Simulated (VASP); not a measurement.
Input of a VASP 6.6.1 run:

File POSCAR:

```
Si
1.0
    3.8313170000      0.0000000000      0.0000000000
   -1.9156590000      3.3180180000      0.0000000000
    0.0000000000      0.0000000000      6.3326220000
Si
4
Direct
    0.3333333333      0.6666666667      0.0630090000
    0.6666666667      0.3333333333      0.5630100000
    0.3333333333      0.6666666667      0.4369910000
    0.6666666667      0.3333333333      0.9369900000
```

INCAR.step1

```
PREC = Accurate ; ENCUT = 520
ISMEAR = -1 ; SIGMA = 0.1
LREAL = F ; LASPH = T
NELM = 80 ; NBANDS = 16
GGA = PE ; ALGO = Normal
EDIFF = 1E-4 ; LWAVE = T
LCHARG = F
```

Contents of INCAR.step2:

```
PREC = Accurate ; ENCUT = 520
EDIFF = 1E-7 ; ISMEAR = -1
SIGMA = 0.1 ; LREAL = F
LASPH = T ; NELM = 80
ALGO = Normal ; ISIF = 2
LWAVE = F ; LCHARG = F
METAGGA = R2SCAN ; LMIXTAU = T
NBANDS = 16 ; ISTART = 1
```

The input KPOINTS:

```
Automatic mesh
0
Gamma
  7 7 4
```

Potentials or basis: VASP PAW PBE potentials, release 64 (Si).

Command:

```bash
$ cat potpaw_PBE.64/Si/POTCAR > POTCAR
$ cp INCAR.step1 INCAR
$ mpirun -np 1 vasp_std > vasp.out
$ cp INCAR.step2 INCAR
$ mpirun -np 1 vasp_std > vasp.out
```

Question: Estimate the largest force.

Answer: 0.006 eV/Å.

Question: Predict the pressure.

Answer: 0.0 GPa.

Stress tensor (GPa, compression positive):
```
-0.07  0.00  0.00
 0.00 -0.07  0.00
 0.00  0.00  0.03
```

Caveat: the PAW data sets were made with another functional, which shifts forces and pressure a little.
